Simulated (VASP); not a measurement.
Wanted: the native input for a VASP 6.6.1 run.

| Quantity | Value |
| --- | --- |
| Task | single point |
| Functional | PBE |
| Potentials or basis | VASP PAW PBE potentials, release 64 (Al, Ni, Pd) |
| Cutoff | 520 eV |
| k mesh | 12 × 12 × 8 |
| Occupations | gaussian, width 0.1 eV |
| Spin | no spin polarisation |
| Dipole correction | no |
| k mesh for the DOS | 18 × 18 × 12 |
| Occupations for the DOS | tetrahedron |
| Further INCAR settings | ALGO = Fast; EDIFF = 1e-07 |

Al3Ni2Pd:

```
Al Ni Pd
1.0
     4.18023    0.00000    0.00000
    -2.09012    3.62019    0.00000
     0.00000    0.00000    5.14899
Al Ni Pd
3 2 1
Direct
  0.33333 0.66667 0.18251
  0.66667 0.33333 0.81749
  0.00000 0.00000 0.50000
  0.33333 0.66667 0.66600
  0.66667 0.33333 0.33400
  0.00000 0.00000 0.00000
```

One way to write it, as run:

POSCAR

```
Al3Ni2Pd
1.0
    4.1802303884      0.0000000000      0.0000000000
   -2.0901151942      3.6201857100      0.0000000000
    0.0000000000      0.0000000000      5.1489881000
Al Ni Pd
3 2 1
Direct
    0.3333333333      0.6666666667      0.1825060000
    0.6666666667      0.3333333333      0.8174940000
    0.0000000000      0.0000000000      0.5000000000
    0.3333333333      0.6666666667      0.6660000000
    0.6666666667      0.3333333333      0.3340000000
    0.0000000000      0.0000000000      0.0000000000
```

INCAR.step1

```
PREC = Accurate
ENCUT = 520
EDIFF = 1E-7
ISMEAR = 0
SIGMA = 0.1
LREAL = False
LASPH = True
NELM = 60
ALGO = Fast
ISIF = 2
LWAVE = False
LCHARG = True
LMAXMIX = 4
GGA = PE
NBANDS = 28
```

KPOINTS.step1

```
Automatic mesh
0
Gamma
  12 12 8
```

INCAR.step2

```
PREC = Accurate
ENCUT = 520
EDIFF = 1E-7
ISMEAR = -5
SIGMA = 0.1
LREAL = False
LASPH = True
NELM = 60
ALGO = Fast
ISIF = 2
LWAVE = False
LCHARG = False
LMAXMIX = 4
GGA = PE
LORBIT = 11
NEDOS = 2001
ICHARG = 11
```

KPOINTS.step2

```
Automatic mesh
0
Gamma
  18 18 12
```

Potentials or basis: VASP PAW PBE potentials, release 64 (Al, Ni, Pd).

Run with:

```console
$ cat potpaw_PBE.64/Al/POTCAR potpaw_PBE.64/Ni/POTCAR potpaw_PBE.64/Pd/POTCAR > POTCAR
$ cp INCAR.step1 INCAR
$ cp KPOINTS.step1 KPOINTS
$ mpirun -np 1 vasp_std > vasp.out
$ cp INCAR.step2 INCAR
$ cp KPOINTS.step2 KPOINTS
$ mpirun -np 1 vasp_std > vasp.out
```

It gave:

- Valence electrons inside the program's atomic spheres: Al 0.77; Ni 9.37; Pd 9.82

Wall time 12 min on 1 thread of AMD EPYC 9R14 (Zen 4) (shared host), peak memory 0.76 GiB.
